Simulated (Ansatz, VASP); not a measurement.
# CaF2 in VASP and in Ansatz

File INCAR:

```
SYSTEM = CaF2
PREC = Accurate ; ENCUT = 600
EDIFF = 1E-6 ; ISMEAR = 0
SIGMA = 0.01 ; LREAL = .False.
LASPH = .True. ; NELM = 120
ALGO = Normal ; ISIF = 2
LWAVE = .False. ; LCHARG = .False.
GGA = PS ; NBANDS = 19
GGA_COMPAT = .False.
```

KPOINTS

```
regular mesh
0
Gamma
  8 8 8
  0 0 0
```

Contents of POSCAR:

```
CaF2
1.0
    0.0000000000      2.7282373784      2.7282373784
    2.7282373784      0.0000000000      2.7282373784
    2.7282373784      2.7282373784      0.0000000000
Ca F
1 2
Direct
    0.0000000000      0.0000000000      0.0000000000
    0.2500000000      0.2500000000      0.2500000000
    0.7500000000      0.7500000000      0.7500000000
```

Input for Ansatz:

```yaml
crystal:
  lattice:
    - [0.0, 2.7282373784, 2.7282373784]
    - [2.7282373784, 0.0, 2.7282373784]
    - [2.7282373784, 2.7282373784, 0.0]
  atoms:
    - { symbol: Ca, position: [0.0, 0.0, 0.0] }
    - { symbol: F, position: [0.25, 0.25, 0.25] }
    - { symbol: F, position: [0.75, 0.75, 0.75] }
basis:
  ecutwfc: 420
kpoints:
  mp_grid: { grid: [8, 8, 8] }
hamiltonian:
  xc: pbesol
scf:
  occupations: { method: fixed }
output:
  forces: true
  stress: true
  eigenvalues: true
```

Alike in both runs: task single point; functional PBEsol; k mesh 8 × 8 × 8; no spin polarisation.

|  | VASP | Ansatz |
| --- | --- | --- |
| version | VASP 6.6.1 | Ansatz 0.2.0 |
| potentials or method | VASP PAW PBE potentials, release 64 (Ca_sv, F), cutoff 600 eV | scalar-relativistic, plane waves, PAW |
| occupations | gaussian, width 0.01 eV | fixed |
| valence electrons in the cell | 24 | 24 |

```tsv
	VASP	Ansatz	Ansatz less VASP
gap on the k mesh at the Fermi level (eV)	7.11	7.13	+0.021
least direct gap on the mesh (eV)	7.37	7.39	+0.019
pressure (GPa)	-1.4	-1.6	-0.22
```

VASP's potentials were made for PBE, not for PBEsol.
